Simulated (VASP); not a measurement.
The system is Pb.

```
Pb
1.0
     3.03861   -1.75032    0.00000
     3.03861    1.75032    0.00000
    -2.11546    0.00000    6.09522
Pb
2
Cartesian
  3.9848 0.0000 4.4269
  -0.0230 0.0000 1.6683
```

Base run:

- Program: VASP 6.6.1
- Functional: PBEsol
- Potentials or basis: VASP PAW PBE potentials, release 64 (Pb_d)
- Cutoff: 520 eV
- k mesh: 9 × 9 × 5
- Occupations: fermi-dirac, width 0.05 eV
- Spin: no spin polarisation

Its results: band gap on the k mesh zero (band 14 reaches 12.54 eV, above the bottom of band 15 at 4.93 eV); pressure -1.8 GPa; largest force 0.138 eV/Å.

Question: The run is repeated on the same cell with these changes: dispersion from none to D3(BJ). What comes out?

Answer: Band gap on the k mesh zero (band 14 reaches 12.54 eV, above the bottom of band 15 at 4.93 eV); pressure -3.9 GPa; largest force 0.136 eV/Å.

Dispersion adds attraction, which lowers the pressure at fixed volume and, as a term added to the energy, leaves the levels alone.

Caveats: the PAW data sets were made with another functional, which shifts forces and pressure a little; spin-orbit coupling is left out, which moves the levels of the heavy elements; three body term missing (some runs); pairwise dispersion overbinds metals, which lowers pressure and volume (some runs).
